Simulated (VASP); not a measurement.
# C (P6_3/mmc) in VASP: further runs

C is run at these levels: LDA; tasks: relaxation of cell and atoms.

Program: VASP 6.6.1. These are calculated values, not measurements. Logs are shortened: lines on timing, memory, paths and dates and some standing lists are left out, and cuts for length are marked.

### Step 1. The cell of the first run

Symmetry: P6_3/mmc, No. 194, hexagonal system. The conventional cell has a = 2.445 Å, b = 2.445 Å, c = 6.654 Å, α = 90.00°, β = 90.00°, γ = 120.00°. Within 1.9 Å of C (site symmetry -6m2) lie 3 C at 1.41 Å. Within 1.9 Å of C (site symmetry -6m2) lie 3 C at 1.41 Å.

### Step 2. Relaxation of cell and atoms, LDA, target pressure 4 GPa, at which the enthalpy is minimised

Contents of INCAR:

```
  PREC = Accurate
  ENCUT = 600
  EDIFF = 1E-6
  ISMEAR = 0
  SIGMA = 0.01
  LREAL = F
  LASPH = T
  NELM = 60
  ALGO = Normal
  ISIF = 3
  LWAVE = F
  LCHARG = F
  IBRION = 2
  NSW = 100
  EDIFFG = -0.002
  PSTRESS = 40.0
```

Contents of KPOINTS:

```
regular mesh
0
Gamma
  10 10 4
```

Contents of POSCAR:

```
C
1.0
    2.4448953134      0.0000000000      0.0000000000
   -1.2224476567      2.1173414510      0.0000000000
    0.0000000000      0.0000000000      6.6540256864
C
4
Direct
    0.0000000000      0.0000000000      0.0024999774
    0.0000000000      0.0000000000      0.5024999774
    0.3333333333      0.6666666667      0.0025000226
    0.6666666667      0.3333333333      0.5025000226
```

Potentials or basis: VASP PAW LDA potentials, release 64 (C).

Run with:

```
cat potpaw_LDA.64/C/POTCAR > POTCAR
mpirun -np 1 vasp_std > vasp.out
```

OUTCAR:

```text
PREC = Accurate
   ENCUT = 600
   EDIFF = 1E-6
   ISMEAR = 0
   LREAL = F
   LASPH = T
   NELM = 60
   ISIF = 3
   IBRION = 2
   NSW = 100
   EDIFFG = -0.002
   PSTRESS = 40.0

 ion  position               nearest neighbor table
   1  0.000  0.000  0.002-   3 1.41   3 1.41   3 1.41
   2  0.000  0.000  0.502-   4 1.41   4 1.41   4 1.41
   3  0.333  0.667  0.003-   1 1.41   1 1.41   1 1.41
   4  0.667  0.333  0.503-   2 1.41   2 1.41   2 1.41

  LATTYP: Found a hexagonal cell.
 ALAT       =     2.4448953134
 C/A-ratio  =     2.7215994280

  Lattice vectors:

 A1 = (   2.4448953134,   0.0000000000,   0.0000000000)
 A2 = (  -1.2224476567,   2.1173414510,   0.0000000000)
 A3 = (   0.0000000000,   0.0000000000,   6.6540256864)

Analysis of symmetry for initial positions (statically):
=====================================================================
 Subroutine PRICEL returns:
 Original cell was already a primitive cell.

 Routine SETGRP: Setting up the symmetry group for a
 hexagonal supercell.

 Subroutine GETGRP returns: Found 24 space group operations
 (whereof  6 operations were pure point group operations)
 out of a pool of 24 trial point group operations.

The static configuration has the point symmetry C_3v.
 The point group associated with its full space group is D_6h.

Analysis of symmetry for dynamics (positions and initial velocities):
=====================================================================
 Subroutine PRICEL returns:
 Original cell was already a primitive cell.

 Routine SETGRP: Setting up the symmetry group for a
 hexagonal supercell.

 Subroutine GETGRP returns: Found 24 space group operations
 (whereof  6 operations were pure point group operations)
 out of a pool of 24 trial point group operations.

The dynamic configuration has the point symmetry C_3v.
 The point group associated with its full space group is D_6h.

 Subroutine INISYM returns: Found 24 space group operations
 (whereof  6 operations are pure point group operations),
 and found     1 'primitive' translations

----------------------------------------------------------------------------------------

                                     Primitive cell

  volume of cell :      34.4457

  direct lattice vectors                    reciprocal lattice vectors
     2.444895313  0.000000000  0.000000000     0.409015468  0.236145190  0.000000000
    -1.222447657  2.117341451  0.000000000     0.000000000  0.472290381  0.000000000
     0.000000000  0.000000000  6.654025686     0.000000000  0.000000000  0.150284962

  length of vectors
     2.444895313  2.444895313  6.654025686     0.472290381  0.472290381  0.150284962

  position of ions in fractional coordinates (direct lattice)
     0.000000000  0.000000000  0.002499977
     0.000000000  0.000000000  0.502499977
     0.333333333  0.666666667  0.002500023
     0.666666667  0.333333333  0.502500023

  ion indices of the primitive-cell ions
   primitive index   ion index
                 1           1
                 2           2
                 3           3
                 4           4

----------------------------------------------------------------------------------------

 KPOINTS: regular mesh

Automatic generation of k-mesh.
 Grid dimensions read from file:
 generate k-points for:   10   10    4

 Generating k-lattice:

  Cartesian coordinates                     Fractional coordinates (reciprocal lattice)
     0.040901547  0.023614519  0.000000000     0.100000000  0.000000000  0.000000000
     0.000000000  0.047229038  0.000000000     0.000000000  0.100000000  0.000000000
     0.000000000  0.000000000  0.037571241     0.000000000  0.000000000  0.250000000

  Length of vectors
     0.047229038  0.047229038  0.037571241

  Shift w.r.t. Gamma in fractional coordinates (k-lattice)
     0.000000000  0.000000000  0.000000000

 Subroutine IBZKPT returns following result:
 ===========================================

 Found     42 irreducible k-points:

 Following reciprocal coordinates:
            Coordinates               Weight
[... 44 lines left out ...]

------------------------ aborting loop because EDIFF is reached ----------------------------------------

  FORCE on cell =-STRESS in cart. coord.  units (eV):
  Direction    XX          YY          ZZ          XY          YZ          ZX
  --------------------------------------------------------------------------------------
  -------------------------------------------------------------------------------------
  Total        0.1292763      0.1292763     -0.0516345      0.0000000      0.0000000      0.0000000
  in kB        6.0130359      6.0130359     -2.4016795      0.0000000      0.0000000      0.0000000
  external PRESSURE =     -36.7918692 kB  Pullay stress =      40.0000000 kB
[... 99 lines left out ...]
  FREE ENERGIE OF THE ION-ELECTRON SYSTEM (eV)
  ---------------------------------------------------
  free  energy   TOTEN  =       -40.4596274619 eV

  energy  without entropy=      -40.4596274619  energy(sigma->0) =      -40.45962746

  enthalpy is  TOTEN    =       -39.6120720589 eV   P V=        0.8475554030

[... ionic steps 4 to 8 ...]

--------------------------------------- Ionic step        9  -------------------------------------------

 number of electron      16.0000001 magnetization

------------------------ aborting loop because EDIFF is reached ----------------------------------------

  FORCE on cell =-STRESS in cart. coord.  units (eV):
  Direction    XX          YY          ZZ          XY          YZ          ZX
  --------------------------------------------------------------------------------------
  -------------------------------------------------------------------------------------
  Total        0.1112991      0.1112991      0.7685573     -0.0000000     -0.0000000      0.0000000
  in kB        5.6100884      5.6100884     38.7395185     -0.0000000     -0.0000000      0.0000000
  external PRESSURE =     -23.3467682 kB  Pullay stress =      40.0000000 kB
[... 65 lines left out ...]
  enthalpy is  TOTEN    =       -39.6502508688 eV   P V=        0.7882037920

--------------------------------------- Ionic step       11  -------------------------------------------

 number of electron      16.0000001 magnetization

 Free energy of the ion-electron system (eV)
  ---------------------------------------------------
  ext. energy  EPLUGINS =         0.00000000
  ---------------------------------------------------
  free energy    TOTEN  =       -40.43848293 eV

  energy without entropy =      -40.43848293  energy(sigma->0) =      -40.43848293

 E-fermi :   5.3656     XC(G=0): -11.4043

 val. band max:        5.3065267644   @ k =   0.3000   0.3000   0.0000
 cond. band min:       6.1191839678   @ k =   0.3000   0.3000   0.0000
 fundamental gap:      0.8126572034
 Fermi energy:         5.3656424337

 k-point     1 :       0.0000    0.0000    0.0000
  band No.  band energies     occupation
      1     -14.2158      2.00000
      2     -13.6080      2.00000
      3      -3.6398      2.00000
      4      -0.5260      2.00000
      5       2.6261      2.00000
      6       2.6261      2.00000
      7       2.6696      2.00000
      8       2.6696      2.00000
      9      10.3511      0.00000
     10      14.0926      0.00000
     11      14.0926      0.00000
     12      14.2018      0.00000
[... 331 lines left out ...]
 k-point    24 :       0.4000    0.1000    0.2500
  band No.  band energies     occupation
      1      -9.2264      2.00000
      2      -8.9221      2.00000
      3      -6.8544      2.00000
      4      -6.6078      2.00000
      5      -1.5668      2.00000
      6      -1.4527      2.00000
      7       2.3694      2.00000
      8       3.6118      2.00000
      9       7.2980      0.00000
     10       8.1980      0.00000
     11      14.1638      0.00000
     12      14.7281      0.00000

 [... further k-points ...]

------------------------ aborting loop because EDIFF is reached ----------------------------------------

  FORCE on cell =-STRESS in cart. coord.  units (eV):
  Direction    XX          YY          ZZ          XY          YZ          ZX
  --------------------------------------------------------------------------------------
  -------------------------------------------------------------------------------------
  Total        0.7821535      0.7821535      0.7931536     -0.0000000      0.0000000      0.0000000
  in kB       39.6914975     39.6914975     40.2497130     -0.0000000      0.0000000      0.0000000
  external PRESSURE =      -0.1224307 kB  Pullay stress =      40.0000000 kB
[... 19 lines left out ...]
  FREE ENERGIE OF THE ION-ELECTRON SYSTEM (eV)
  ---------------------------------------------------
  free  energy   TOTEN  =       -40.4384829307 eV

  energy  without entropy=      -40.4384829307  energy(sigma->0) =      -40.43848293

  enthalpy is  TOTEN    =       -39.6502501089 eV   P V=        0.7882328219

 reached required accuracy - stopping structural energy minimisation
```

It took 58 s on 1 thread of Intel Xeon Platinum 8488C (Sapphire Rapids), shared host; peak memory 0.14 GiB.

Results:

```
Free energy                                            : -40.4385 eV
Relaxed volume                                         : 7.89 Å³/atom
Relaxed cell                                           : a = 2.438 Å, b = 2.438 Å, c = 6.131 Å, α = 90.00°, β = 90.00°, γ = 120.00°
Space group after relaxing (to 0.05 Å)                 : P6_3/mmc (No. 194)
Energy change on relaxing (the enthalpy is what falls) : +6.9 meV/atom
Ionic steps                                            : 11
Pressure after relaxing                                : 4.0 GPa
Band gap on the k mesh                                 : 0.81 eV, direct
```

Step by step:
```
step  energy change (eV)  largest force (eV/Å)  pressure (GPa)  volume (Å³)
   1              0.0000                0.0000            0.32        34.45
   2              0.0241                0.0000            8.45        33.47
   3              0.0066                0.0000            4.33        33.95
   4              0.0063                0.0000            4.29        33.50
   5              0.0164                0.0000            4.44        32.16
   6              0.1274                0.0000            6.14        29.46
   7              0.0251                0.0000            4.57        31.69
   8              0.0293                0.0000            4.64        31.51
   9              0.0240                0.0000            1.67        31.79
  10              0.0277                0.0000            4.01        31.57
  11              0.0277                0.0000            3.99        31.57
```

Final structure:
```cif
data_structure
_symmetry_space_group_name_H-M 'P 1'
_symmetry_Int_Tables_number 1
_cell_length_a 2.4384
_cell_length_b 2.4384
_cell_length_c 6.1313
_cell_angle_alpha 90.000
_cell_angle_beta 90.000
_cell_angle_gamma 120.000
_cell_volume 31.57
loop_
_atom_site_label
_atom_site_type_symbol
_atom_site_fract_x
_atom_site_fract_y
_atom_site_fract_z
_atom_site_occupancy
C1 C 0.00000 0.00000 0.00250 1
C2 C 0.00000 0.00000 0.50250 1
C3 C 0.33333 0.66667 0.00250 1
C4 C 0.66667 0.33333 0.50250 1
```

Caveat: the cell is relaxed towards a set pressure, so the enthalpy falls and the energy may rise.

### Step 3. Relaxation of cell and atoms, LDA, target pressure 7 GPa, at which the enthalpy is minimised

Contents of INCAR:

```
PREC = Accurate
ENCUT = 600
EDIFF = 1E-6
ISMEAR = 0
SIGMA = 0.01
LREAL = False
LASPH = True
NELM = 80
ALGO = Normal
ISIF = 3
LWAVE = False
LCHARG = False
GGA = CA
IBRION = 2
NSW = 100
EDIFFG = -0.002
PSTRESS = 70.0
```

KPOINTS is that of step 2.

POSCAR is that of step 2.

Potentials or basis: VASP PAW LDA potentials, release 64 (C).

Run with:

```
cat potpaw_LDA.64/C/POTCAR > POTCAR
mpirun -np 1 vasp_std > vasp.out
```

Wall time 57 s (1 thread of Intel Xeon Platinum 8488C (Sapphire Rapids), shared host); peak memory 0.14 GiB.

Results (log left out):

```yaml
Free_energy: -40.4009 eV
Relaxed_volume: 7.62 Å³/atom
Relaxed_cell: a = 2.433 Å, b = 2.433 Å, c = 5.941 Å, α = 90.00°, β = 90.00°, γ = 120.00°
Space_group_after_relaxing_to_0.05_Å: P6_3/mmc (No. 194)
Energy_change_on_relaxing_the_enthalpy_is_what_falls: +16.3 meV/atom
Ionic_steps: 10
Pressure_after_relaxing: 7.0 GPa
Band_gap_on_the_k_mesh: 0.65 eV, direct
```

The path:
| step | energy change (eV) | largest force (eV/Å) | pressure (GPa) | volume (Å³) |
| --- | --- | --- | --- | --- |
| 1 | 0.0000 | 0.0000 | 0.32 | 34.45 |
| 2 | 0.0843 | 0.0000 | 16.33 | 32.69 |
| 3 | 0.0181 | 0.0000 | 7.27 | 33.63 |
| 4 | 0.0183 | 0.0000 | 7.22 | 32.81 |
| 5 | 0.0454 | 0.0000 | 7.64 | 31.03 |
| 6 | 0.3468 | 0.0000 | 12.23 | 27.45 |
| 7 | 0.0599 | 0.0000 | 7.87 | 30.61 |
| 8 | 0.0692 | 0.0000 | 8.01 | 30.38 |
| 9 | 0.0558 | 0.0000 | 3.21 | 30.78 |
| 10 | 0.0653 | 0.0000 | 7.00 | 30.46 |

Final structure:
```
CELL_PARAMETERS angstrom
2.43339 0.00000 0.00000
-1.21670 2.10738 0.00000
0.00000 0.00000 5.94055
ATOMIC_POSITIONS crystal
C 0.00000 0.00000 0.00250
C 0.00000 0.00000 0.50250
C 0.33333 0.66667 0.00250
C 0.66667 0.33333 0.50250
```

Levels at points of the mesh, in eV from the valence-band top:
```csv
k point,band 6,band 7,band 8,band 9,band 10,band 11
"(0.00, 0.00, 0.00)",-2.75,-2.69,-2.69,5.39,8.74,8.74
"(0.50, 0.00, 0.00)",-6.14,-3.07,-1.87,1.88,2.87,7.64
"(0.00, 0.00, 0.50)",-2.72,-2.72,-2.72,8.81,8.81,8.81
"(0.50, 0.00, 0.50)",-6.22,-2.21,-2.21,1.81,1.81,8.09
```

Caveat: the cell is relaxed towards a set pressure, so the enthalpy falls and the energy may rise.

### Step 4. Relaxation of cell and atoms, LDA, target pressure 10 GPa, at which the enthalpy is minimised

Contents of INCAR:

```
SYSTEM = C
  ALGO = Normal
  EDIFF = 1E-6
  EDIFFG = -0.002
  ENCUT = 600
  GGA = CA
  IBRION = 2
  ISIF = 3
  ISMEAR = 0
  LASPH = .True.
  LCHARG = .False.
  LREAL = .False.
  LWAVE = .False.
  NELM = 80
  NSW = 100
  PREC = Accurate
  PSTRESS = 100.0
  SIGMA = 0.01
```

Contents of KPOINTS:

```
k-points
0
Gamma
  10 10 4
  0 0 0
```

POSCAR is that of step 3.

Run with:

```
cat potpaw_LDA.64/C/POTCAR > POTCAR
mpirun -np 1 vasp_std > vasp.out
```

Run time: 60 s. Hardware: 1 thread of Intel Xeon Platinum 8488C (Sapphire Rapids), shared host; peak memory 0.14 GiB.

It converged, with:

```
Free energy                                            : -40.3568 eV
Relaxed volume                                         : 7.41 Å³/atom
Relaxed cell                                           : a = 2.429 Å, b = 2.429 Å, c = 5.800 Å, α = 90.00°, β = 90.00°, γ = 120.00°
Space group after relaxing (to 0.05 Å)                 : P6_3/mmc (No. 194)
Energy change on relaxing (the enthalpy is what falls) : +27.4 meV/atom
Ionic steps                                            : 11
Pressure after relaxing                                : 10.0 GPa
Band gap on the k mesh                                 : 0.53 eV, direct
```

The path:
```
step  energy change (eV)  largest force (eV/Å)  pressure (GPa)  volume (Å³)
   1              0.0000                0.0000            0.32        34.45
   2              0.1831                0.0000           24.94        31.92
   3              0.0348                0.0000           10.20        33.33
   4              0.0351                0.0000           10.14        32.24
   5              0.1567                0.0000           11.89        28.96
   6              0.1036                0.0000           11.14        29.74
   7              0.1153                0.0000           11.31        29.54
   8              0.0922                0.0000            5.29        30.00
   9              0.1087                0.0000            9.98        29.64
  10              0.1089                0.0000           10.00        29.64
  11              0.1094                0.0000           10.02        29.63
```

Final structure:
```yaml
crystal:
  lattice:
    - [2.42862, 0.00000, 0.00000]
    - [-1.21431, 2.10325, 0.00000]
    - [0.00000, 0.00000, 5.80004]
  atoms:
    - { symbol: C, position: [0.00000, 0.00000, 0.00250] }
    - { symbol: C, position: [0.00000, 0.00000, 0.50250] }
    - { symbol: C, position: [0.33333, 0.66667, 0.00250] }
    - { symbol: C, position: [0.66667, 0.33333, 0.50250] }
```

Levels at points of the mesh, in eV from the valence-band top:
```tsv
k point	band 5	band 6	band 7	band 8	band 9	band 10	band 11	band 12
(0.00, 0.00, 0.00)	-2.80	-2.80	-2.73	-2.73	5.69	8.72	8.72	8.89
(0.50, 0.00, 0.00)	-6.38	-6.19	-3.26	-1.94	1.92	2.94	7.58	8.68
(0.00, 0.00, 0.50)	-2.76	-2.76	-2.76	-2.76	8.80	8.80	8.80	8.80
(0.50, 0.00, 0.50)	-6.28	-6.28	-2.28	-2.28	1.76	1.76	8.09	8.09
```

Caveat: the cell is relaxed towards a set pressure, so the enthalpy falls and the energy may rise.

### Step 5. Relaxation of cell and atoms, LDA, target pressure 15 GPa, at which the enthalpy is minimised

Contents of INCAR:

```
PREC = Accurate
ENCUT = 600
EDIFF = 1E-6
ISMEAR = 0
SIGMA = 0.01
LREAL = False
LASPH = True
NELM = 80
ALGO = Normal
ISIF = 3
LWAVE = False
LCHARG = False
IBRION = 2
NSW = 100
EDIFFG = -0.002
PSTRESS = 150.0
```

Contents of KPOINTS:

```
regular mesh
0
Gamma
  10 10 4
```

POSCAR is that of step 4.

Run with:

```
cat potpaw_LDA.64/C/POTCAR > POTCAR
mpirun -np 1 vasp_std > vasp.out
```

It took 64 s on 1 thread of Intel Xeon Platinum 8488C (Sapphire Rapids), shared host; peak memory 0.14 GiB.

The run converged. Its results:

| Property | Result |
| --- | --- |
| Free energy | -40.2714 eV |
| Relaxed volume | 7.13 Å³/atom |
| Relaxed cell | a = 2.421 Å, b = 2.421 Å, c = 5.617 Å, α = 90.00°, β = 90.00°, γ = 120.00° |
| Space group after relaxing (to 0.05 Å) | P6_3/mmc (No. 194) |
| Energy change on relaxing (the enthalpy is what falls) | +48.7 meV/atom |
| Ionic steps | 12 |
| Pressure after relaxing | 15.0 GPa |
| Band gap on the k mesh | 0.36 eV, direct |

Step by step:
```tsv
step	energy change (eV)	largest force (eV/Å)	pressure (GPa)	volume (Å³)
1	0.0000	0.0000	0.32	34.45
2	0.4400	0.0000	41.07	30.66
3	0.0723	0.0000	15.02	32.85
4	0.0722	0.0000	14.88	31.37
5	0.4151	0.0000	19.68	26.86
6	0.1567	0.0000	15.99	29.01
7	0.1955	0.0000	16.54	28.52
8	0.2053	0.0000	16.68	28.42
9	0.1659	0.0000	9.52	28.90
10	0.1941	0.0000	14.99	28.53
11	0.1943	0.0000	15.01	28.53
12	0.1948	0.0000	15.02	28.52
```

Final structure:
```cif
data_structure
_symmetry_space_group_name_H-M 'P 1'
_symmetry_Int_Tables_number 1
_cell_length_a 2.4213
_cell_length_b 2.4213
_cell_length_c 5.6171
_cell_angle_alpha 90.000
_cell_angle_beta 90.000
_cell_angle_gamma 120.000
_cell_volume 28.52
loop_
_atom_site_label
_atom_site_type_symbol
_atom_site_fract_x
_atom_site_fract_y
_atom_site_fract_z
_atom_site_occupancy
C1 C 0.00000 0.00000 0.00250 1
C2 C 0.00000 0.00000 0.50250 1
C3 C 0.33333 0.66667 0.00250 1
C4 C 0.66667 0.33333 0.50250 1
```

Levels at points of the mesh, in eV from the valence-band top:
| k point | band 5 | band 6 | band 7 | band 8 | band 9 | band 10 | band 11 | band 12 |
| --- | --- | --- | --- | --- | --- | --- | --- | --- |
| (0.00, 0.00, 0.00) | -2.86 | -2.86 | -2.77 | -2.77 | 6.15 | 8.71 | 8.71 | 8.91 |
| (0.50, 0.00, 0.00) | -6.49 | -6.24 | -3.51 | -2.05 | 2.01 | 3.05 | 7.49 | 8.82 |
| (0.00, 0.00, 0.50) | -2.81 | -2.81 | -2.81 | -2.81 | 8.80 | 8.80 | 8.80 | 8.80 |
| (0.50, 0.00, 0.50) | -6.36 | -6.36 | -2.35 | -2.35 | 1.70 | 1.70 | 8.11 | 8.11 |

Caveat: the cell is relaxed towards a set pressure, so the enthalpy falls and the energy may rise; the volume moved by over 15 % at a fixed basis, so the end points are rough.

### Step 6. Overview

```csv
cell,gap on the mesh (eV),pressure (GPa)
relaxed to 4 GPa,0.81,4.0
relaxed to 7 GPa,0.65,7.0
relaxed to 10 GPa,0.53,10.0
relaxed to 15 GPa,0.36,15.0
```

Alike in all rows: task relaxation of cell and atoms; level LDA; potentials or basis VASP PAW LDA potentials, release 64 (C); no spin polarisation; k mesh 10 × 10 × 4; cutoff (eV) 600; smearing gaussian 0.01 eV.

Caveats: the cell is relaxed towards a set pressure, so the enthalpy falls and the energy may rise; the volume moved by over 15 % at a fixed basis, so the end points are rough (some runs).

Absolute energies hang on the potentials; compare differences alone.
